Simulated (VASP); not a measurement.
Runs of VASP 6.6.1 on PbSe. It takes space group Fm-3m (No. 225, cubic). Conventional cell: a = 6.139 Å, b = 6.139 Å, c = 6.139 Å, α = 90.00°, β = 90.00°, γ = 90.00°. Pb (site symmetry m-3m) has 6 Se at 3.07 Å within 4.0 Å. Se (site symmetry m-3m) has 6 Pb at 3.07 Å within 4.0 Å. 

| level | k mesh | cutoff (eV) | grid for exact exchange (PRECFOCK) | share of exact exchange | screening parameter | gap on the mesh (eV) | pressure (GPa) |
| --- | --- | --- | --- | --- | --- | --- | --- |
| PBE | 6 × 6 × 6 | 500 | - | - | - | 0.32 | 1.9 |
| HSE06 | 6 × 6 × 6 | 400 | Normal | 0.25 | 0.2079 1/Å | 0.73 | (a) |
| PBE | 8 × 8 × 8 | 500 | - | - | - | 0.32 | 1.9 |
| r2SCAN | 6 × 6 × 6 | 550 | - | - | - | 0.61 | 1.0 |

Alike in all rows: task single point; potentials or basis VASP PAW PBE potentials, release 64 (Pb_d, Se); no spin polarisation; cell as given; smearing gaussian 0.01 eV.

Estimate the missing entries.

(a) 0.7.

Caveats: spin-orbit coupling is left out, which moves the levels of the heavy elements; the PAW data sets were made with another functional, which shifts forces and pressure a little (at least some runs).

A k mesh can miss the band edges, and the runs leave out spin-orbit coupling on Pb, Se.
